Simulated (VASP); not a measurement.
BN, 2 atoms in the cell. The structure is orthorhombic, space group Fmm2 (No. 42). Conventional cell: a = 2.503 Å, b = 6.991 Å, c = 4.332 Å, α = 90.00°, β = 90.00°, γ = 90.00°. B (site symmetry mm2) has 3 N at 1.32 to 1.74 Å within 1.8 Å. Within 1.8 Å of N (site symmetry mm2) lie 3 B at 1.32 to 1.74 Å.  This cell differs from its parent crystal: all B atoms moved +0.300 Å, as atom 1 along Cartesian [0 0 1].

| Item | Value |
| --- | --- |
| Program | VASP 6.6.1 |
| Task | single point |
| Functional | PBEsol |
| Potentials or basis | VASP PAW PBE potentials, release 64 (B, N) |
| Cutoff | 520 eV |
| k mesh | 12 × 12 × 12 |
| Occupations | gaussian, width 0.05 eV |
| Spin | no spin polarisation |
| Dipole correction | no |
| Further INCAR settings | ALGO = Normal; EDIFF = 1e-06; NBANDS = 11 |

Potentials or basis: VASP PAW PBE potentials, release 64 (B, N).

Run with:

```sh
$ cat potpaw_PBE.64/B/POTCAR potpaw_PBE.64/N/POTCAR > POTCAR
$ mpirun -np 1 vasp_std > vasp.out
```

Hardware: 1 thread of AMD EPYC 7R13, with other jobs on the host.

Task: How long does it take, and how much memory?

Result: Wall time 2.9 min on 1 thread of AMD EPYC 7R13, on a shared host, peak memory 0.15 GiB. Counts: scf iterations 13, k points 280.
